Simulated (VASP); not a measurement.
Here is a VASP 6.6.1 calculation.

Contents of INCAR:

```
ALGO     = Normal         # electronic algorithm
EDIFF    = 1E-7           # SCF threshold, eV
ENCUT    = 520            # plane-wave cutoff, eV
GGA      = CA             # functional
ISIF     = 2              # what is computed and relaxed
ISMEAR   = -1             # smearing method
LASPH    = T              # aspherical terms in the spheres
LCHARG   = F              # write CHGCAR
LREAL    = F              # projectors in reciprocal space
LWAVE    = F              # write WAVECAR
NBANDS   = 28             # bands
NELM     = 100            # most SCF steps
PREC     = Accurate       # precision mode
SIGMA    = 0.2            # smearing width, eV
```

The input KPOINTS:

```
k-points
0
Gamma
  5 5 3
```

File POSCAR:

```
CaPd
1.0
    3.5056850000      0.0000000000      0.0000000000
    0.0000000000      3.5056850000      0.0000000000
    0.0000000000      0.0000000000      7.2613700000
Ca Pd
2 2
Direct
    0.0000000000      0.0000000000      0.0000000000
    0.0000000000      0.0000000000      0.4827856176
    0.5000000000      0.5000000000      0.2413928088
    0.5000000000      0.5000000000      0.7241784264
```

Potentials or basis: VASP PAW LDA potentials, release 64 (Ca_sv, Pd).

The run is started by

```sh
$ cat potpaw_LDA.64/Ca_sv/POTCAR potpaw_LDA.64/Pd/POTCAR > POTCAR
$ mpirun -np 1 vasp_std > vasp.out
```

Problem. Estimate the band gap on the k mesh.

Solution. Zero (band 20 reaches 4.92 eV, above the bottom of band 21 at 4.24 eV).

Problem. Estimate the largest force.

Solution. 0.516 eV/Å.

Forces on the atoms (eV/Å):
```
Ca   0.000  0.000 -0.516
Ca   0.000  0.000  0.318
Pd   0.000  0.000  0.013
Pd   0.000  0.000  0.185
```
